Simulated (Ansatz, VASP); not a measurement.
# One calculation of GaP, two programs

```
Ga P
1.0
     0.00000    2.83442    2.83442
     2.83442    0.00000    2.83442
     2.83442    2.83442    0.00000
Ga P
1 1
Direct
  0.00000 0.00000 0.00000
  0.25000 0.25000 0.25000
```

Change from the starting cell: hydrostatic strain +4.0%.

Alike in both runs: task single point; functional r2SCAN; k mesh 8 × 8 × 8; no spin polarisation.

|  | VASP | Ansatz |
| --- | --- | --- |
| version | VASP 6.6.1 | Ansatz 0.2.0 |
| potentials or method | VASP PAW PBE potentials, release 64 (Ga_d, P) | plane waves, PAW |
| plane-wave cutoff (eV) | 520 | 500 |
| occupations | gaussian, width 0.01 eV | fixed |
| valence electrons in the cell | 18 | 18 |

Ansatz gave:

| Quantity | Value |
| --- | --- |
| gap on the k mesh at the Fermi level (eV) | 1.35 |
| pressure (GPa) | -7.9 |

**Question.** Estimate VASP's values.

**Answer.** gap on the k mesh at the Fermi level (eV): 1.34; pressure (GPa): -7.9.

VASP's potentials were made for PBE, not for r2SCAN.
